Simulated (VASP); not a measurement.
# Si (Cmmm) in VASP: notebook, part 2 of 2

VASP 6.6.1. Earlier steps stand in the parts before.

## 3. Single point, r2SCAN (strain +0.1500 x Voigt [0, 1, 0, 0, 0, 0])

Contents of POSCAR:

```
Si
1.0
    2.6205428149      0.0000000000      0.0000000000
   -1.3102714075      2.6098751468      0.0000000000
    0.0000000000      0.0000000000      2.4663543900
Si
1
Direct
    0.0000000000      0.0000000000      0.0000000000
```

Contents of INCAR.step1:

```
SYSTEM = Si
PREC = Accurate ; ENCUT = 520
ISMEAR = 0 ; SIGMA = 0.15
LREAL = .False. ; LASPH = .True.
NELM = 80 ; NBANDS = 8
GGA = PE ; ALGO = Normal
EDIFF = 1E-4 ; LWAVE = .True.
LCHARG = .False.
```

Contents of INCAR.step2:

```
SYSTEM = Si
PREC = Accurate ; ENCUT = 520
EDIFF = 1E-6 ; ISMEAR = 0
SIGMA = 0.15 ; LREAL = .False.
LASPH = .True. ; NELM = 80
ALGO = Normal ; ISIF = 2
LWAVE = .False. ; LCHARG = .False.
METAGGA = R2SCAN ; LMIXTAU = .True.
NBANDS = 8 ; ISTART = 1
```

Contents of KPOINTS:

```
regular mesh
0
Gamma
  24 24 20
  0 0 0
```

Potentials or basis: VASP PAW PBE potentials, release 64 (Si).

Started as:

```bash
$ cat potpaw_PBE.64/Si/POTCAR > POTCAR
$ cp INCAR.step1 INCAR
$ mpirun -np 1 vasp_std > vasp.out
$ cp INCAR.step2 INCAR
$ mpirun -np 1 vasp_std > vasp.out
```

OUTCAR:

```text
SYSTEM = Si
   PREC = Accurate
   ENCUT = 520
   EDIFF = 1E-6
   ISMEAR = 0
   LREAL = .False.
   LASPH = .True.
   NELM = 80
   ISIF = 2
   METAGGA = R2SCAN
   ISTART = 1

 ion  position               nearest neighbor table
   1  0.000  0.000  0.000-

  LATTYP: Found a base centered orthorhombic cell.
 ALAT       =     2.6205428149
 B/A-ratio  =     1.9918584287
 C/A-ratio  =     0.9411616463

  Lattice vectors:

 A1 = (   1.3102714075,  -2.6098751468,   0.0000000000)
 A2 = (   1.3102714074,   2.6098751468,   0.0000000000)
 A3 = (   0.0000000000,   0.0000000000,   2.4663543900)

Analysis of symmetry for initial positions (statically):
=====================================================================
 Subroutine PRICEL returns:
 Original cell was already a primitive cell.

 Routine SETGRP: Setting up the symmetry group for a
 base centered orthorhombic supercell.

 Subroutine GETGRP returns: Found  8 space group operations
 (whereof  8 operations were pure point group operations)
 out of a pool of  8 trial point group operations.

The static configuration has the point symmetry D_2h.

[... 161 lines left out ...]
 cond. band min:       7.9866991289   @ k =   0.0417   0.3750   0.3500
 fundamental gap:      0.0079183204
 Fermi energy:         7.9841799524

 k-point     1 :       0.0000    0.0000    0.0000
  band No.  band energies     occupation
      1      -5.7177      2.00000
      2      14.3802      0.00000
      3      15.8660      0.00000
      4      17.5659      0.00000
      5      17.8949      0.00000
      6      17.8995      0.00000
      7      22.2279      0.00000
      8      26.1842      0.00000
[... 243 lines left out ...]
 k-point    24 :       0.4167    0.0417    0.0000
  band No.  band energies     occupation
      1      -0.6468      2.00000
      2       3.1523      2.00000
      3      10.2333      0.00000
      4      14.4598      0.00000
      5      21.4868      0.00000
      6      24.5332      0.00000
      7      25.7720      0.00000
      8      29.5554      0.00000

 [... further k-points ...]

------------------------ aborting loop because EDIFF is reached ----------------------------------------

  FORCE on cell =-STRESS in cart. coord.  units (eV):
  Direction    XX          YY          ZZ          XY          YZ          ZX
  --------------------------------------------------------------------------------------
  -------------------------------------------------------------------------------------
  Total       -0.9197086     -1.3067274     -0.3158617      0.0000000      0.0000000      0.0000000
  in kB      -87.3563232   -124.1163834    -30.0013725      0.0000000      0.0000000      0.0000000
  external PRESSURE =     -80.4913597 kB  Pullay stress =       0.0000000 kB

 VOLUME and BASIS-vectors are now :
 -----------------------------------------------------------------------------
  energy-cutoff  :      520.00
  volume of cell :       16.87
      direct lattice vectors                 reciprocal lattice vectors
     2.620542815  0.000000000  0.000000000     0.381600329  0.191580046  0.000000000
    -1.310271407  2.609875147  0.000000000     0.000000000  0.383160091  0.000000000
     0.000000000  0.000000000  2.466354390     0.000000000  0.000000000  0.405456736

 POSITION                                       TOTAL-FORCE (eV/Angst)
 -----------------------------------------------------------------------------------
      0.00000      0.00000      0.00000        -0.000000      0.000000      0.000000
 -----------------------------------------------------------------------------------
    total drift:                               -0.000000      0.000000      0.000000

  FREE ENERGIE OF THE ION-ELECTRON SYSTEM (eV)
  ---------------------------------------------------
  free  energy   TOTEN  =        -8.2342461948 eV

  energy  without entropy=       -8.2303318624  energy(sigma->0) =       -8.23228903
```

OSZICAR.step1:

```text
N       E                     dE             d eps       ncg     rms          rms(c)
DAV:   1    -0.219836254578E+01   -0.21984E+01   -0.17401E+03 28936   0.374E+02
DAV:   2    -0.502954795019E+01   -0.28312E+01   -0.27005E+01 39848   0.305E+01
DAV:   3    -0.504990119374E+01   -0.20353E-01   -0.20340E-01 32248   0.274E+00
DAV:   4    -0.504993100789E+01   -0.29814E-04   -0.29814E-04 44808   0.112E-01
DAV:   5    -0.504993102559E+01   -0.17695E-07   -0.17062E-07 32520   0.150E-03    0.251E+00
DAV:   6    -0.503840569746E+01    0.11525E-01   -0.87633E-03 34552   0.386E-01    0.144E+00
DAV:   7    -0.503324111543E+01    0.51646E-02   -0.16185E-02 35320   0.557E-01    0.129E-01
DAV:   8    -0.503325851974E+01   -0.17404E-04   -0.91102E-04 33464   0.179E-01
   1 F= -.50332585E+01 E0= -.50310968E+01  d E =-.432338E-02
```

Run time: 3.4 min. Hardware: 1 thread of Intel Xeon 6975P-C (Granite Rapids), shared host; peak memory 0.29 GiB.

Results:

| Item | Value |
| --- | --- |
| Free energy | -8.2342 eV |
| Pressure | -8.0 GPa |
| Band gap on the k mesh | zero (bands 2 and 3 overlap by 10.24 eV) |

Levels at points of the mesh, in eV from the Fermi level:
```csv
k point,band 1,band 2,band 3,band 4,band 5,band 6,band 7
"(0.00, 0.00, 0.00)",-13.70,6.40,7.88,9.58,9.91,9.92,14.24
"(0.50, 0.00, 0.00)",-7.51,-6.22,2.98,5.49,14.04,17.01,17.02
"(0.00, 0.50, 0.00)",-9.42,-6.63,6.75,7.89,12.60,16.44,16.94
"(0.00, 0.00, 0.50)",-8.36,-6.61,10.44,12.90,13.67,13.90,16.54
"(0.50, 0.00, 0.50)",-2.07,-2.05,-1.06,2.53,7.06,10.85,11.11
"(0.00, 0.50, 0.50)",-3.44,-3.38,-2.36,2.06,10.81,14.12,14.15
```

Caveat: the cell differs from its parent crystal (strain +0.1500 x Voigt [0, 1, 0, 0, 0, 0]); the stress differs along the axes, from -12 to -3 GPa; the PAW data sets were made with another functional, which shifts forces and pressure a little.
